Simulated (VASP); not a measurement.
# O (R-3m) in VASP: a series of runs

Runs on O. Level: PBEsol. Tasks: electric field gradients.

Program: VASP 6.6.1. These are calculated values, not measurements. Logs are shortened: lines on timing, memory, paths and dates and some standing lists are left out, and cuts for length are marked.

## 1. The cell of the first run

Symmetry: R-3m, No. 166, trigonal system. Conventional cell: a = 2.904 Å, b = 2.904 Å, c = 10.225 Å, α = 90.00°, β = 90.00°, γ = 120.00°. O (site symmetry 3m) has 1 O at 1.18 Å within 1.6 Å.

## 2. Electric field gradients, PBEsol (equal xx and yy strain of +2 %)

INCAR

```
PREC     = Accurate       # precision mode
ENCUT    = 520            # plane-wave cutoff, eV
EDIFF    = 1E-8           # SCF threshold, eV
ISMEAR   = -1             # smearing method
SIGMA    = 0.02           # smearing width, eV
LREAL    = False          # projectors in reciprocal space
LASPH    = True           # aspherical terms in the spheres
NELM     = 100            # most SCF steps
ALGO     = Normal         # electronic algorithm
ISIF     = 2              # what is computed and relaxed
LWAVE    = False          # write WAVECAR
LCHARG   = False          # write CHGCAR
GGA      = PS             # functional
LEFG     = True         
NBANDS   = 13             # bands
```

KPOINTS

```
regular mesh
0
Gamma
  10 10 10
```

POSCAR

```
O
1.0
    1.4518160025      0.8382063598      3.4083000000
   -1.4518160025      0.8382063598      3.4083000000
    0.0000000000     -1.6764127197      3.4083000000
O
2
Direct
    0.0577000000      0.0577000000      0.0577000000
    0.9423000000      0.9423000000      0.9423000000
```

Potentials or basis: VASP PAW PBE potentials, release 64 (O).

The run is started by

```
$ cat potpaw_PBE.64/O/POTCAR > POTCAR
$ mpirun -np 1 vasp_std > vasp.out
```

OUTCAR:

```text
PREC = Accurate
   ENCUT = 520
   EDIFF = 1E-8
   ISMEAR = -1
   LREAL = False
   LASPH = True
   NELM = 100
   ISIF = 2
   GGA = PS

 ion  position               nearest neighbor table
   1  0.058  0.058  0.058-   2 1.18
   2  0.942  0.942  0.942-   1 1.18

  LATTYP: Found a trigonal (rhomboedric) cell.
 ALAT       =     3.7982717776
 COS(alpha) =     0.7077994153

  Lattice vectors:

 A1 = (   1.4518160025,   0.8382063598,   3.4083000000)
 A2 = (  -1.4518160025,   0.8382063598,   3.4083000000)
 A3 = (   0.0000000000,  -1.6764127197,   3.4083000000)

Analysis of symmetry for initial positions (statically):
=====================================================================
 Subroutine PRICEL returns:
 Original cell was already a primitive cell.

 Routine SETGRP: Setting up the symmetry group for a
 trigonal (rhombohedral) supercell.

 Subroutine GETGRP returns: Found 12 space group operations
 (whereof 12 operations were pure point group operations)
 out of a pool of 12 trial point group operations.

The static configuration has the point symmetry D_3d.

Analysis of symmetry for dynamics (positions and initial velocities):
=====================================================================
 Subroutine PRICEL returns:
 Original cell was already a primitive cell.

 Routine SETGRP: Setting up the symmetry group for a
 trigonal (rhombohedral) supercell.

 Subroutine GETGRP returns: Found 12 space group operations
 (whereof 12 operations were pure point group operations)
 out of a pool of 12 trial point group operations.

The dynamic configuration has the point symmetry D_3d.

 Subroutine INISYM returns: Found 12 space group operations
 (whereof 12 operations are pure point group operations),
 and found     1 'primitive' translations

----------------------------------------------------------------------------------------

                                     Primitive cell

  volume of cell :      24.8858

  direct lattice vectors                    reciprocal lattice vectors
     1.451816002  0.838206360  3.408300000     0.344396259  0.198837273  0.097800467
    -1.451816002  0.838206360  3.408300000    -0.344396259  0.198837273  0.097800467
     0.000000000 -1.676412720  3.408300000     0.000000000 -0.397674546  0.097800467

  length of vectors
     3.798271778  3.798271778  3.798271778     0.409524084  0.409524084  0.409524084

  position of ions in fractional coordinates (direct lattice)
     0.057700000  0.057700000  0.057700000
     0.942300000  0.942300000  0.942300000

  ion indices of the primitive-cell ions
   primitive index   ion index
                 1           1
                 2           2

----------------------------------------------------------------------------------------

 KPOINTS: regular mesh

Automatic generation of k-mesh.
 Grid dimensions read from file:
 generate k-points for:   10   10   10

 Generating k-lattice:

  Cartesian coordinates                     Fractional coordinates (reciprocal lattice)
     0.034439626  0.019883727  0.009780047     0.100000000  0.000000000  0.000000000
    -0.034439626  0.019883727  0.009780047     0.000000000  0.100000000  0.000000000
     0.000000000 -0.039767455  0.009780047     0.000000000  0.000000000  0.100000000

  Length of vectors
     0.040952408  0.040952408  0.040952408

  Shift w.r.t. Gamma in fractional coordinates (k-lattice)
     0.000000000  0.000000000  0.000000000

 Subroutine IBZKPT returns following result:
 ===========================================

 Found    116 irreducible k-points:

 Following reciprocal coordinates:
            Coordinates               Weight
  0.000000  0.000000  0.000000      1.000000
  0.100000 -0.000000  0.000000      6.000000
  0.200000 -0.000000  0.000000      6.000000
  0.300000 -0.000000  0.000000      6.000000
  0.400000 -0.000000 -0.000000      6.000000
  0.500000 -0.000000 -0.000000      3.000000
[... 16 lines left out ...]
  0.300000  0.300000  0.000000      6.000000
  0.400000  0.300000 -0.000000     12.000000
 [... further k-points ...]
   k-points           NKPTS =    116   k-points in BZ     NKDIM =    116   number of bands    NBANDS=     13
   number of dos      NEDOS =    301   number of ions     NIONS =      2
   total plane-waves  NPLWV =  21952
   dimension x,y,z NGX =    28 NGY =   28 NGZ =   28
   dimension x,y,z NGXF=    56 NGYF=   56 NGZF=   56
   ions per type =               2
   NGX,Y,Z   is equivalent  to a cutoff of  12.26, 12.26, 12.26 a.u.
   NGXF,Y,Z  is equivalent  to a cutoff of  24.51, 24.51, 24.51 a.u.
 SYSTEM =  unknown system
   PREC   = accura    normal or accurate (medium, high low for compatibility)
   ISTART =      0    job   : 0-new  1-cont  2-samecut
   ICHARG =      2    charge: 1-file 2-atom 10-const
   ISPIN  =      1    spin polarized calculation?
   LNONCOLLINEAR =      F non collinear calculations
   LSORBIT =      F    spin-orbit coupling
   LASPH  =      T    aspherical Exc in radial PAW
   ENCUT  =  520.0 eV  38.22 Ry    6.18 a.u.   7.06  7.06  7.06*2*pi/ulx,y,z
   NELM   =    100;   NELMIN=  2; NELMDL= -5     # of ELM steps
   EDIFF  = 0.1E-07   stopping-criterion for ELM
   LREAL  =      F    real-space projection
   EDIFFG = 0.1E-06   stopping-criterion for IOM
   NSW    =      0    number of steps for IOM
   IBRION =     -1    ionic relax: 0-MD 1-quasi-New 2-CG
   NFREE  =      0    steps in history (QN), initial steepest desc. (CG)
   ISIF   =      2    stress and relaxation
   ISYM   =      2    0-nonsym 1-usesym 2-fastsym
   POTIM  = 0.5000    time-step for ionic-motion
   TEBEG  =    0.0;   TEEND  =   0.0 temperature during run
   PSTRESS=    0.0 pullay stress
   NELECT =      12.0000    total number of electrons
   NUPDOWN=      -1.0000    fix difference up-down
   EMIN   =  10.00;   EMAX   =-10.00  energy-range for DOS
   EFERMI =   0.00;   METHOD = LEGACY
   ISMEAR =    -1;   SIGMA  =   0.02  broadening in eV -4-tet -1-fermi 0-gaus
   EFERMI_NEDOS =   21; number of points for ismear=-14 and -15
   IALGO  =     38    algorithm
   IMIX   =      4    mixing-type and parameters
     AMIX     =   0.40;   BMIX     =  1.00
     AMIX_MAG =   1.60;   BMIX_MAG =  1.00
  volume/ion in A,a.u.               =      12.44        83.97
  Fermi-wavevector in a.u.,A,eV,Ry     =   1.283763  2.425960 22.423032  1.648046
  Thomas-Fermi vector in A             =   2.415996
   LORBIT       =      0    0 simple, 1 ext, 2 COOP (PROOUT), +10 PAW based schemes
   GGA     = PS    functional components
   LHFCALC =     F    Hartree Fock is set to
   AEXX    =    0.0000 exact exchange contribution
   IVDW    =     0    specifies the selected vdW correction
   LEPSILON=     F    determine dielectric tensor
   LRPA    =     F    only Hartree local field effects (RPA)
 non-spin polarized calculation
  energy-cutoff  :      520.00
  volume of cell :       24.89
 maximum number of plane-waves:       694
   NGX = 15   NGY = 15   NGZ = 15

 number of electron      12.0000001 magnetization

 Free energy of the ion-electron system (eV)
  ---------------------------------------------------
  ext. energy  EPLUGINS =         0.00000000
  ---------------------------------------------------
  free energy    TOTEN  =        -9.78414943 eV

  energy without entropy =       -9.78232898  energy(sigma->0) =       -9.78323921

 E-fermi :   0.1406     XC(G=0):  -9.2177

 val. band max:        0.1002876581   @ k =  -0.1000   0.1000   0.1000
 cond. band min:       0.1453451766   @ k =   0.5000   0.5000   0.3000
 fundamental gap:      0.0450575185
 Fermi energy:         0.1405508487

 k-point     1 :       0.0000    0.0000    0.0000
  band No.  band energies     occupation
      1     -27.9658      2.00000
      2     -13.5570      2.00000
      3      -8.9338      2.00000
      4      -6.5573      2.00000
      5      -6.5573      2.00000
      6       0.6395      0.00000
      7       0.6395      0.00000
      8       7.9296      0.00000
      9      11.7625      0.00000
     10      14.9159      0.00000
     11      18.4070      0.00000
     12      20.7801      0.00000
     13      20.7801      0.00000

 k-point     2 :       0.1000   -0.0000    0.0000
  band No.  band energies     occupation
      1     -27.9376      2.00000
      2     -13.5504      2.00000
      3      -8.8807      2.00000
      4      -6.7070      2.00000
      5      -6.5911      2.00000
      6       0.5145      0.00000
      7       0.5941      0.00000
      8       8.2293      0.00000
      9      11.7576      0.00000
     10      14.9125      0.00000
     11      18.5688      0.00000
     12      19.4508      0.00000
     13      21.1483      0.00000

 k-point     3 :       0.2000   -0.0000    0.0000
  band No.  band energies     occupation
      1     -27.8631      2.00000
      2     -13.5305      2.00000
      3      -8.7541      2.00000
      4      -7.0716      2.00000
      5      -6.6784      2.00000
      6       0.2046      0.07832
      7       0.4766      0.00000
      8       8.9925      0.00000
      9      11.7232      0.00000
     10      15.0501      0.00000
     11      16.9440      0.00000
     12      19.8042      0.00000
     13      21.2202      0.00000
[... 305 lines left out ...]
 k-point    23 :       0.3000    0.3000    0.0000
  band No.  band energies     occupation
      1     -27.7536      2.00000
      2     -13.7673      2.00000
      3      -8.3489      2.00000
      4      -7.1984      2.00000
      5      -6.9217      2.00000
      6      -0.5002      2.00000
      7       0.6945      0.00000
      8       9.4858      0.00000
      9      11.8167      0.00000
     10      14.4038      0.00000
     11      15.5893      0.00000
     12      19.4187      0.00000
     13      21.8426      0.00000

 k-point    24 :       0.4000    0.3000   -0.0000
  band No.  band energies     occupation
      1     -27.6987      2.00000
      2     -13.7649      2.00000
      3      -8.3272      2.00000
      4      -7.2337      2.00000
      5      -7.0848      2.00000
      6      -0.7061      2.00000
      7       0.6064      0.00000
      8       9.8208      0.00000
      9      11.9679      0.00000
     10      14.5117      0.00000
     11      15.1068      0.00000
     12      18.9615      0.00000
     13      21.4916      0.00000

 [... further k-points ...]

------------------------ aborting loop because EDIFF is reached ----------------------------------------

  FORCE on cell =-STRESS in cart. coord.  units (eV):
  Direction    XX          YY          ZZ          XY          YZ          ZX
  --------------------------------------------------------------------------------------
  -------------------------------------------------------------------------------------
  Total       -1.3266276     -1.3266276      5.2359789      0.0000000     -0.0000000     -0.0000000
  in kB      -85.4098595    -85.4098595    337.0985436      0.0000000     -0.0000000     -0.0000000
  external PRESSURE =      55.4262749 kB  Pullay stress =       0.0000000 kB

 VOLUME and BASIS-vectors are now :
 -----------------------------------------------------------------------------
  energy-cutoff  :      520.00
  volume of cell :       24.89
      direct lattice vectors                 reciprocal lattice vectors
     1.451816002  0.838206360  3.408300000     0.344396259  0.198837273  0.097800467
    -1.451816002  0.838206360  3.408300000    -0.344396259  0.198837273  0.097800467
     0.000000000 -1.676412720  3.408300000     0.000000000 -0.397674546  0.097800467

 POSITION                                       TOTAL-FORCE (eV/Angst)
 -----------------------------------------------------------------------------------
      0.00000     -0.00000      0.58998         0.000000     -0.000000      3.967048
      0.00000     -0.00000      9.63492         0.000000      0.000000     -3.967048
 -----------------------------------------------------------------------------------
    total drift:                                0.000000     -0.000000      0.000000

  FREE ENERGIE OF THE ION-ELECTRON SYSTEM (eV)
  ---------------------------------------------------
  free  energy   TOTEN  =        -9.7841494322 eV

  energy  without entropy=       -9.7823289825  energy(sigma->0) =       -9.78323921

 Electric field gradients (V/A^2)
---------------------------------------------------------------------
 ion       V_xx      V_yy      V_zz      V_xy      V_xz      V_yz
---------------------------------------------------------------------
   1     -58.269   -58.269   116.538    -0.000     0.000     0.000
   2     -58.269   -58.269   116.538     0.000    -0.000     0.000
---------------------------------------------------------------------

 Electric field gradients after diagonalization (V/A^2)
 (convention: |V_zz| > |V_xx| > |V_yy|)
----------------------------------------------------------------------
 ion       V_xx      V_yy      V_zz     asymmetry (V_yy - V_xx)/ V_zz
----------------------------------------------------------------------
   1     -58.269   -58.269   116.538       0.000
   2     -58.269   -58.269   116.538       0.000
----------------------------------------------------------------------

           NMR quadrupolar parameters

 Cq : quadrupolar parameter    Cq=e*Q*V_zz/h
 eta: asymmetry parameters     (V_yy - V_xx)/ V_zz
 Q  : nuclear electric quadrupole moment in mb (millibarn)
----------------------------------------------------------------------
 ion       Cq(MHz)       eta       Q (mb)
----------------------------------------------------------------------
   1       0.282       0.000       1.000
   2       0.282       0.000       1.000
----------------------------------------------------------------------
```

It took 39 s on 1 thread of Intel Xeon Platinum 8488C (Sapphire Rapids), shared host; peak memory 0.16 GiB.

What came out:

```
Free energy            : -9.7841 eV
Pressure               : 5.5 GPa
Largest force          : 3.967 eV/Å
Band gap on the k mesh : zero (band 6 reaches 0.90 eV, above the bottom of band 7 at -0.28 eV)
```

Forces on the atoms (eV/Å):
```
O    0.000  0.000  3.967
O    0.000  0.000 -3.967
```

Stress tensor (GPa, compression positive):
```
-8.54  0.00  0.00
 0.00 -8.54  0.00
 0.00  0.00 33.71
```

Electric field gradients, principal values (V/Å²):
```
atom    least   middle  greatest (by size)
 1 O  -58.269  -58.269             116.538
 2 O  -58.269  -58.269             116.538
```

Caveat: the cell differs from its parent crystal (equal xx and yy strain of +2 %); the standard files for N, O and F lose accuracy on very short bonds; spin is off for a triplet molecule; without QUAD_EFG the Cq values of the log hold for a quadrupole moment of 1 mb, not for the nuclei; the PAW data sets were made with another functional, which shifts forces and pressure a little.

(Continued in part 2 of 2.)
